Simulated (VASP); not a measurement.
**WF3: single point with PBE**

Crystal: WF3.

```
CELL_PARAMETERS angstrom
2.30557 -3.99334 -0.01677
2.30557 3.99334 -0.01677
-1.54173 0.00000 6.16503
ATOMIC_POSITIONS crystal
W 0.16665 0.83335 0.00000
W 0.83335 0.16665 0.00000
F 0.75172 0.75172 0.77544
F 0.24828 0.24828 0.22456
F 0.57736 0.90645 0.22472
F 0.09355 0.42264 0.77528
F 0.42264 0.09355 0.77528
F 0.90645 0.57736 0.22472
```

| Property | Result |
| --- | --- |
| Program | VASP 6.6.1 |
| Task | single point |
| Functional | PBE |
| Potentials or basis | VASP PAW PBE potentials, release 64 (W_sv, F) |
| Cutoff | 520 eV |
| k mesh | 10 × 10 × 6 |
| Occupations | gaussian, width 0.01 eV |
| Spin | no spin polarisation |
| Dipole correction | no |
| Further INCAR settings | ALGO = Normal; EDIFF = 1e-06; NBANDS = 45 |

- Pressure: 1.3 GPa
- Largest force: 0.196 eV/Å
- Band gap on the k mesh: 0.52 eV

Forces on the atoms (eV/Å):
```
W    0.000  0.000  0.000
W    0.000  0.000  0.000
F   -0.101  0.000 -0.168
F    0.101  0.000  0.168
F   -0.048 -0.086  0.168
F    0.048 -0.086 -0.168
F    0.048  0.086 -0.168
F   -0.048  0.086  0.168
```

Stress tensor (GPa, compression positive):
```
1.17 0.00 0.00
0.00 1.17 0.00
0.00 0.00 1.55
```

Levels at points of the mesh, in eV from the valence-band top:
```csv
k point,band 32,band 33,band 34,band 35,band 36,band 37,band 38,band 39
"(0.00, 0.00, 0.00)",-4.64,-1.17,0.00,0.00,0.52,0.53,2.81,3.05
"(0.50, 0.00, 0.00)",-4.85,-1.84,-1.12,-1.06,1.90,2.01,3.26,3.42
"(0.50, 0.50, 0.00)",-4.84,-1.87,-1.10,-1.09,1.89,2.01,3.26,3.47
"(0.00, 0.00, 0.50)",-4.65,-1.02,0.00,0.00,0.52,0.53,2.81,3.56
"(0.50, 0.00, 0.50)",-4.86,-1.86,-1.13,-1.05,1.90,2.00,3.27,3.33
"(0.50, 0.50, 0.50)",-4.87,-1.84,-1.14,-1.04,1.91,2.00,3.28,3.28
```

It took 13 min on 1 thread of Oxide Virtual Turin-like Processor, on a shared host, peak memory 0.66 GiB.

Caveat: spin-orbit coupling is left out, which moves the levels of the heavy elements. A k mesh can miss the band edges.
